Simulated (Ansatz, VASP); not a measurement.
Zr2PdC2 in VASP and in Ansatz

```xyz
5
Lattice="-2.2059 2.2059 3.6467 2.2059 -2.2059 3.6467 2.2059 2.2059 -3.6467" Properties=species:S:1:pos:R:3 pbc="T T T"
Zr    0.0000    2.2059    1.8234
Zr    2.2059    0.0000    1.8234
Pd    0.0000    0.0000    0.0000
C     0.0000    0.0000    2.9286
C     0.0000    0.0000    4.3648
```

Alike in both runs: functional PBE; k mesh 12 × 12 × 12; occupations gaussian, width 0.1 eV; no spin polarisation.

Ansatz relaxed the structure, and its values are those at the end. VASP's run is a single point on that final structure, the one shown.

|  | VASP | Ansatz |
| --- | --- | --- |
| version | VASP 6.6.1 | Ansatz 0.2.0 |
| potentials or method | VASP PAW PBE potentials, release 64 (Zr_sv, Pd, C), cutoff 520 eV | scalar-relativistic, plane waves, PAW |
| valence electrons in the cell | 42 | 50 |

Ansatz gave:

- gap on the k mesh at the Fermi level (eV): none
- pressure (GPa): 0.0
- rms of the force components (eV/Å): 0.000

Q: Estimate VASP's values.

A: gap on the k mesh at the Fermi level (eV): none; pressure (GPa): 0.2; rms of the force components (eV/Å): 0.019.

A gap of «none» marks a metal or a gap that the smearing closes. VASP's potentials hold 42 valence electrons a cell and Ansatz's 50, so a difference there can come from the potentials and not from the codes.
